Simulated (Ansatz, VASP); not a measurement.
## Ga2Sb2CO in VASP and in Ansatz

The input INCAR:

```
SYSTEM = Ga2Sb2CO
  ALGO = Normal
  DIPOL = 0.5 0.5 0.361
  EDIFF = 1E-6
  ENCUT = 520
  GGA = PE
  IDIPOL = 3
  ISIF = 2
  ISMEAR = 0
  IVDW = 12
  LASPH = .TRUE.
  LCHARG = .FALSE.
  LDIPOL = .TRUE.
  LREAL = .FALSE.
  LWAVE = .FALSE.
  NBANDS = 32
  NELM = 80
  PREC = Accurate
  SIGMA = 0.1
```

The input KPOINTS:

```
k-points
0
G
  6 6 1
  0 0 0
```

POSCAR

```
Ga2Sb2CO
1.0
    4.3343814621      0.0000000000      0.0000000000
   -2.1671907311      3.7536844559      0.0000000000
    0.0000000000      0.0000000000     23.3197422777
Sb Ga O C
2 2 1 1
Direct
    0.0000000000      0.0000000000      0.1715284823
    0.3333333333      0.6666666667      0.3301590654
    0.3333333333      0.6666666667      0.2094685204
    0.6666666667      0.3333333333      0.3632005095
    0.8888888889      0.4444444444      0.5218643557
    0.8888888889      0.4444444444      0.5711787943
```

Input for Ansatz:

```yaml
crystal:
  lattice:
    - [4.3343814621, 0.0, 0.0]
    - [-2.1671907311, 3.7536844559, 0.0]
    - [0.0, 0.0, 23.3197422777]
  atoms:
    - { symbol: Sb, position: [0.0, 0.0, 0.1715284823] }
    - { symbol: Ga, position: [0.3333333333, 0.6666666667, 0.2094685204] }
    - { symbol: Sb, position: [0.3333333333, 0.6666666667, 0.3301590654] }
    - { symbol: Ga, position: [0.6666666667, 0.3333333333, 0.3632005095] }
    - { symbol: O, position: [0.8888888889, 0.4444444444, 0.5218643557] }
    - { symbol: C, position: [0.8888888889, 0.4444444444, 0.5711787943] }
basis:
  ecutwfc: 420
kpoints:
  mp_grid: { grid: [6, 6, 1] }
hamiltonian:
  xc: pbe
  pseudopotentials: { kind: paw, azcp: { folder: soft_1 } }
  dispersion: d3bj
scf:
  occupations: { method: gaussian, width: 0.1 }
output:
  forces: true
  eigenvalues: true
efield:
  axis: 3
  dipole_correction: true
  ramp_width: 0.04
```

Alike in both runs: task single point; functional PBE; dispersion D3(BJ); k mesh 6 × 6 × 1; occupations gaussian, width 0.1 eV; no spin polarisation.

|  | VASP | Ansatz |
| --- | --- | --- |
| version | VASP 6.6.1 | Ansatz 0.2.0 |
| potentials or method | VASP PAW PBE potentials, release 64 (Sb, Ga_d, O, C), cutoff 520 eV | scalar-relativistic, plane waves, PAW |
| valence electrons in the cell | 46 | 66 |

VASP gave:

| Item | Value |
| --- | --- |
| gap on the k mesh at the Fermi level (eV) | 0.05 |
| least direct gap on the mesh (eV) | 0.13 |
| rms of the force components (eV/Å) | 0.242 |

Q: Estimate Ansatz's values.

A: gap on the k mesh at the Fermi level (eV): 0.05; least direct gap on the mesh (eV): 0.13; rms of the force components (eV/Å): 0.510.

One of these differences is far larger than is usual between the two programs; its cause wasn't traced. VASP's potentials hold 46 valence electrons a cell and Ansatz's 66, so a difference there can come from the potentials and not from the codes.

Spin-orbit coupling is off throughout. Noted on VASP's run: the standard files for N, O and F lose accuracy on very short bonds.
